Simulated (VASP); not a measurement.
# GaCuSe2 (I-42d) in VASP: single point with PBEsol

Aim: the single point of GaCuSe2 with PBEsol.

Program: VASP 6.6.1. These are calculated values, not measurements. Logs are shortened: lines on timing, memory, paths and dates and some standing lists are left out, and cuts for length are marked.

## Step 1: The cell of the first run

It takes space group I-42d (No. 122, tetragonal). Conventional cell: a = 5.570 Å, b = 5.570 Å, c = 11.073 Å, α = 90.00°, β = 90.00°, γ = 90.00°. Ga (site symmetry -4) has 4 Se at 2.43 Å within 3.2 Å. Cu (site symmetry -4) has 4 Se at 2.38 Å within 3.1 Å. Within 3.1 Å of Se (site symmetry 2) lie 2 Cu at 2.38 Å and 2 Ga at 2.43 Å.

## Step 2: Single point, PBEsol

Input file INCAR:

```
PREC     = Accurate       # precision mode
ENCUT    = 520            # plane-wave cutoff, eV
EDIFF    = 1E-6           # SCF threshold, eV
ISMEAR   = -1             # smearing method
SIGMA    = 0.03           # smearing width, eV
LREAL    = F              # projectors in reciprocal space
LASPH    = T              # aspherical terms in the spheres
NELM     = 80             # most SCF steps
ALGO     = Normal         # electronic algorithm
ISIF     = 2              # what is computed and relaxed
LWAVE    = F              # write WAVECAR
LCHARG   = F              # write CHGCAR
GGA      = PS             # functional
NBANDS   = 46             # bands
```

Input file KPOINTS:

```
Automatic mesh
0
Gamma
  6 6 6
```

Input file POSCAR:

```
GaCuSe2
1.0
   -2.7849201480      2.7849201480      5.5365402820
    2.7849201480     -2.7849201480      5.5365402820
    2.7849201480      2.7849201480     -5.5365402820
Ga Cu Se
2 2 4
Direct
    0.2500000000      0.7500000000      0.5000000000
    0.5000000000      0.5000000000      0.0000000000
    0.7500000000      0.2500000000      0.5000000000
    0.0000000000      0.0000000000      0.0000000000
    0.1168335764      0.1250000000      0.4918335764
    0.8750000000      0.3668335764      0.9918335764
    0.3750000000      0.8831664236      0.0081664236
    0.6331664236      0.6250000000      0.5081664236
```

Potentials or basis: VASP PAW PBE potentials, release 64 (Ga_d, Cu, Se).

The run is started by

```console
$ cat potpaw_PBE.64/Ga_d/POTCAR potpaw_PBE.64/Cu/POTCAR potpaw_PBE.64/Se/POTCAR > POTCAR
$ mpirun -np 1 vasp_std > vasp.out
```

OUTCAR:

```text
PREC = Accurate
   ENCUT = 520
   EDIFF = 1E-6
   ISMEAR = -1
   LREAL = F
   LASPH = T
   NELM = 80
   ISIF = 2
   GGA = PS

 ion  position               nearest neighbor table
   1  0.250  0.750  0.500-   7 2.43   5 2.43   8 2.43   6 2.43
   2  0.500  0.500  0.000-   8 2.43   6 2.43   7 2.43   5 2.43
   3  0.750  0.250  0.500-   7 2.38   6 2.38   5 2.38   8 2.38
   4  0.000  0.000  0.000-   8 2.38   6 2.38   7 2.38   5 2.38
   5  0.117  0.125  0.492-   3 2.38   4 2.38   2 2.43   1 2.43
   6  0.875  0.367  0.992-   3 2.38   4 2.38   1 2.43   2 2.43
   7  0.375  0.883  0.008-   3 2.38   4 2.38   2 2.43   1 2.43
   8  0.633  0.625  0.508-   4 2.38   3 2.38   1 2.43   2 2.43

  LATTYP: Found a body centered tetragonal cell.
 ALAT       =     5.5698402960
 C/A-ratio  =     1.9880427401

  Lattice vectors:

 A1 = (  -2.7849201480,   2.7849201480,   5.5365402820)
 A2 = (   2.7849201480,  -2.7849201480,   5.5365402820)
 A3 = (   2.7849201480,   2.7849201480,  -5.5365402820)

Analysis of symmetry for initial positions (statically):
=====================================================================
 Subroutine PRICEL returns:
 Original cell was already a primitive cell.

 Routine SETGRP: Setting up the symmetry group for a
 body centered tetragonal supercell.

 Subroutine GETGRP returns: Found  8 space group operations
 (whereof  4 operations were pure point group operations)
 out of a pool of 16 trial point group operations.

The static configuration has the point symmetry S_4 .
 The point group associated with its full space group is D_2d.

Analysis of symmetry for dynamics (positions and initial velocities):
=====================================================================
 Subroutine PRICEL returns:
 Original cell was already a primitive cell.

 Routine SETGRP: Setting up the symmetry group for a
 body centered tetragonal supercell.

 Subroutine GETGRP returns: Found  8 space group operations
 (whereof  4 operations were pure point group operations)
 out of a pool of 16 trial point group operations.

The dynamic configuration has the point symmetry S_4 .
 The point group associated with its full space group is D_2d.

 Subroutine INISYM returns: Found  8 space group operations
 (whereof  4 operations are pure point group operations),
 and found     1 'primitive' translations

----------------------------------------------------------------------------------------

                                     Primitive cell

  volume of cell :     171.7608

  direct lattice vectors                    reciprocal lattice vectors
    -2.784920148  2.784920148  5.536540282     0.000000000  0.179538361  0.090309105
     2.784920148 -2.784920148  5.536540282     0.179538361  0.000000000  0.090309105
     2.784920148  2.784920148 -5.536540282     0.179538361  0.179538361  0.000000000

  length of vectors
     6.794471190  6.794471190  6.794471190     0.200972032  0.200972032  0.253905586

  position of ions in fractional coordinates (direct lattice)
     0.250000000  0.750000000  0.500000000
     0.500000000  0.500000000  0.000000000
     0.750000000  0.250000000  0.500000000
     0.000000000  0.000000000  0.000000000
     0.116833576  0.125000000  0.491833576
     0.875000000  0.366833576  0.991833576
     0.375000000  0.883166424  0.008166424
     0.633166424  0.625000000  0.508166424

  ion indices of the primitive-cell ions
   primitive index   ion index
                 1           1
                 2           2
                 3           3
                 4           4
                 5           5
                 6           6
                 7           7
                 8           8

----------------------------------------------------------------------------------------

 KPOINTS: Automatic mesh

Automatic generation of k-mesh.
 Grid dimensions read from file:
 generate k-points for:    6    6    6

 Generating k-lattice:

  Cartesian coordinates                     Fractional coordinates (reciprocal lattice)
     0.000000000  0.029923060  0.015051518     0.166666667  0.000000000  0.000000000
     0.029923060  0.000000000  0.015051518     0.000000000  0.166666667  0.000000000
     0.029923060  0.029923060  0.000000000     0.000000000  0.000000000  0.166666667

  Length of vectors
     0.033495339  0.033495339  0.042317598

  Shift w.r.t. Gamma in fractional coordinates (k-lattice)
     0.000000000  0.000000000  0.000000000

 Subroutine IBZKPT returns following result:
 ===========================================

 Found     30 irreducible k-points:

 Following reciprocal coordinates:
            Coordinates               Weight
  0.000000  0.000000  0.000000      1.000000
  0.166667  0.000000 -0.000000      8.000000
  0.333333  0.000000 -0.000000      8.000000
  0.500000  0.000000 -0.000000      4.000000
  0.166667  0.166667 -0.000000      8.000000
  0.333333  0.166667 -0.000000     16.000000
[... 16 lines left out ...]
 -0.333333 -0.333333  0.166667      8.000000
 -0.166667 -0.333333  0.166667      8.000000
 [... further k-points ...]
   k-points           NKPTS =     30   k-points in BZ     NKDIM =     30   number of bands    NBANDS=     46
   number of dos      NEDOS =    301   number of ions     NIONS =      8
   total plane-waves  NPLWV = 157464
   dimension x,y,z NGX =    54 NGY =   54 NGZ =   54
   dimension x,y,z NGXF=   108 NGYF=  108 NGZF=  108
   ions per type =               2   2   4
   NGX,Y,Z   is equivalent  to a cutoff of  13.21, 13.21, 13.21 a.u.
   NGXF,Y,Z  is equivalent  to a cutoff of  26.43, 26.43, 26.43 a.u.
 SYSTEM =  unknown system
   PREC   = accura    normal or accurate (medium, high low for compatibility)
   ISTART =      0    job   : 0-new  1-cont  2-samecut
   ICHARG =      2    charge: 1-file 2-atom 10-const
   ISPIN  =      1    spin polarized calculation?
   LNONCOLLINEAR =      F non collinear calculations
   LSORBIT =      F    spin-orbit coupling
   LASPH  =      T    aspherical Exc in radial PAW
   ENCUT  =  520.0 eV  38.22 Ry    6.18 a.u.  12.63 12.63 12.63*2*pi/ulx,y,z
   NELM   =     80;   NELMIN=  2; NELMDL= -5     # of ELM steps
   EDIFF  = 0.1E-05   stopping-criterion for ELM
   LREAL  =      F    real-space projection
   EDIFFG = 0.1E-04   stopping-criterion for IOM
   NSW    =      0    number of steps for IOM
   IBRION =     -1    ionic relax: 0-MD 1-quasi-New 2-CG
   NFREE  =      0    steps in history (QN), initial steepest desc. (CG)
   ISIF   =      2    stress and relaxation
   ISYM   =      2    0-nonsym 1-usesym 2-fastsym
   POTIM  = 0.5000    time-step for ionic-motion
   TEBEG  =    0.0;   TEEND  =   0.0 temperature during run
   PSTRESS=    0.0 pullay stress
   NELECT =      72.0000    total number of electrons
   NUPDOWN=      -1.0000    fix difference up-down
   EMIN   =  10.00;   EMAX   =-10.00  energy-range for DOS
   EFERMI =   0.00;   METHOD = LEGACY
   ISMEAR =    -1;   SIGMA  =   0.03  broadening in eV -4-tet -1-fermi 0-gaus
   EFERMI_NEDOS =   21; number of points for ismear=-14 and -15
   IALGO  =     38    algorithm
   IMIX   =      4    mixing-type and parameters
     AMIX     =   0.40;   BMIX     =  1.00
     AMIX_MAG =   1.60;   BMIX_MAG =  1.00
  volume/ion in A,a.u.               =      21.47       144.89
  Fermi-wavevector in a.u.,A,eV,Ry     =   1.225211  2.315314 20.424289  1.501143
  Thomas-Fermi vector in A             =   2.360258
   LORBIT       =      0    0 simple, 1 ext, 2 COOP (PROOUT), +10 PAW based schemes
   GGA     = PS    functional components
   LHFCALC =     F    Hartree Fock is set to
   AEXX    =    0.0000 exact exchange contribution
   IVDW    =     0    specifies the selected vdW correction
   LEPSILON=     F    determine dielectric tensor
   LRPA    =     F    only Hartree local field effects (RPA)
 non-spin polarized calculation
  energy-cutoff  :      520.00
  volume of cell :      171.76
 maximum number of plane-waves:      4664
 NGX is ok and might be reduce to    54
   NGX = 25   NGY = 25   NGZ = 25

 number of electron      72.0000014 magnetization

 Free energy of the ion-electron system (eV)
  ---------------------------------------------------
  ext. energy  EPLUGINS =         0.00000000
  ---------------------------------------------------
  free energy    TOTEN  =       -34.40656136 eV

  energy without entropy =      -34.40637082  energy(sigma->0) =      -34.40646609

 E-fermi :   4.1268     XC(G=0):  -9.8994

 val. band max:        4.0512096195   @ k =   0.0000   0.0000   0.0000
 cond. band min:       4.1960917842   @ k =   0.0000   0.0000   0.0000
 fundamental gap:      0.1448821647
 Fermi energy:         4.1267775775

 k-point     1 :       0.0000    0.0000    0.0000
  band No.  band energies     occupation
      1     -11.4728      2.00000
      2     -11.4709      2.00000
      3     -11.4709      2.00000
      4     -11.3167      2.00000
      5     -11.3018      2.00000
      6     -11.3018      2.00000
[... 38 lines left out ...]
     45       8.9193      0.00000
     46       9.2141      0.00000

 k-point     2 :       0.1667    0.0000   -0.0000
  band No.  band energies     occupation
      1     -11.4775      2.00000
      2     -11.4730      2.00000
      3     -11.4666      2.00000
      4     -11.3256      2.00000
      5     -11.3096      2.00000
      6     -11.3005      2.00000
[... 38 lines left out ...]
     45       9.0370      0.00000
     46       9.4951      0.00000

 k-point     3 :       0.3333    0.0000   -0.0000
  band No.  band energies     occupation
      1     -11.4875      2.00000
      2     -11.4769      2.00000
      3     -11.4552      2.00000
      4     -11.3504      2.00000
      5     -11.3132      2.00000
      6     -11.2984      2.00000
[... 1018 lines left out ...]
     45       9.5925      0.00000
     46       9.6581      0.00000

 k-point    24 :      -0.1667   -0.3333    0.1667
  band No.  band energies     occupation
      1     -11.4786      2.00000
      2     -11.4746      2.00000
      3     -11.4562      2.00000
      4     -11.3601      2.00000
      5     -11.3022      2.00000
      6     -11.2973      2.00000
[... 38 lines left out ...]
     45       9.0746      0.00000
     46       9.4315      0.00000

 [... further k-points ...]
[... 5 lines left out ...]
  --------------------------------------------------------------------------------------
  -------------------------------------------------------------------------------------
  Total        0.2166300      0.2166300      0.2176789      0.0000000      0.0000000      0.0000000
  in kB        2.0207162      2.0207162      2.0305001      0.0000000      0.0000000      0.0000000
  external PRESSURE =       2.0239775 kB  Pullay stress =       0.0000000 kB

 VOLUME and BASIS-vectors are now :
 -----------------------------------------------------------------------------
  energy-cutoff  :      520.00
  volume of cell :      171.76
      direct lattice vectors                 reciprocal lattice vectors
    -2.784920148  2.784920148  5.536540282     0.000000000  0.179538361  0.090309105
     2.784920148 -2.784920148  5.536540282     0.179538361  0.000000000  0.090309105
     2.784920148  2.784920148 -5.536540282     0.179538361  0.179538361  0.000000000

 POSITION                                       TOTAL-FORCE (eV/Angst)
 -----------------------------------------------------------------------------------
      2.78492     -0.00000      2.76827        -0.000000      0.000000      0.000000
      0.00000      0.00000      5.53654        -0.000000      0.000000      0.000000
     -0.00000      2.78492      2.76827        -0.000000      0.000000      0.000000
      0.00000      0.00000      0.00000        -0.000000      0.000000      0.000000
      1.39246      1.34697     -1.38414         0.000000      0.023679     -0.000000
      1.34697      4.17738      1.38414         0.023679      0.000000     -0.000000
      1.43795     -1.39246      6.92068        -0.023679      0.000000      0.000000
      1.39246      1.43795      4.15241        -0.000000     -0.023679      0.000000
 -----------------------------------------------------------------------------------
    total drift:                               -0.000003     -0.000003     -0.000002

  FREE ENERGIE OF THE ION-ELECTRON SYSTEM (eV)
  ---------------------------------------------------
  free  energy   TOTEN  =       -34.4065613612 eV

  energy  without entropy=      -34.4063708248  energy(sigma->0) =      -34.40646609
```

Run time: 7.7 min. Hardware: 1 thread of Intel Xeon Platinum 8488C (Sapphire Rapids), shared host; peak memory 0.51 GiB.

Results:

```
Free energy            : -34.4066 eV
Pressure               : 0.2 GPa
Largest force          : 0.024 eV/Å
Band gap on the k mesh : 0.14 eV
```

Forces in eV/Å, atoms in the order of the input:
```
Ga   0.000  0.000  0.000
Ga   0.000  0.000  0.000
Cu   0.000  0.000  0.000
Cu   0.000  0.000  0.000
Se   0.000  0.024  0.000
Se   0.024  0.000  0.000
Se  -0.024  0.000  0.000
Se   0.000 -0.024  0.000
```

Levels at points of the mesh, in eV from the valence-band top:
| k point | band 34 | band 35 | band 36 | band 37 | band 38 | band 39 |
| --- | --- | --- | --- | --- | --- | --- |
| (0.00, 0.00, 0.00) | -0.09 | -0.09 | 0.00 | 0.14 | 1.77 | 2.09 |
| (0.50, 0.00, 0.00) | -1.33 | -1.25 | -0.63 | 2.16 | 2.50 | 3.10 |
| (0.50, 0.50, 0.00) | -0.89 | -0.54 | -0.54 | 1.04 | 1.04 | 3.32 |
| (0.50, 0.50, 0.50) | -1.31 | -0.99 | -0.99 | 1.70 | 1.70 | 1.78 |

Caveat: the PAW data sets were made with another functional, which shifts forces and pressure a little.
